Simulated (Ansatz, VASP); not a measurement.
# Lu: VASP beside Ansatz

```
Lu
1.0
     4.71643    0.00000    0.00000
     0.00000    4.71643    0.00000
     0.00000    0.00000    4.71643
Lu
3
Direct
  0.50000 0.00000 0.00000
  0.00000 0.50000 0.00000
  0.00000 0.00000 0.50000
```

Alike in both runs: functional PBE; k mesh 4 × 4 × 4; occupations gaussian, width 0.1 eV; no spin polarisation.

Ansatz relaxed the structure, and its values are those at the end. VASP's run is a single point on that final structure, the one shown.

|  | VASP | Ansatz |
| --- | --- | --- |
| version | VASP 6.6.1 | Ansatz 0.2.0 |
| potentials or method | VASP PAW PBE potentials, release 64 (Lu), cutoff 520 eV | scalar-relativistic, plane waves, PAW |
| valence electrons in the cell | 75 | 75 |

VASP gave:

```
gap on the k mesh at the Fermi level (eV) : none
pressure (GPa)                            : 0.3
```

Estimate Ansatz's values.

gap on the k mesh at the Fermi level (eV): none; pressure (GPa): 0.1.

A gap of «none» marks a metal or a gap that the smearing closes. The functional is the same, so the differences come from potentials, cutoffs and numerics.

Spin-orbit coupling is off throughout.
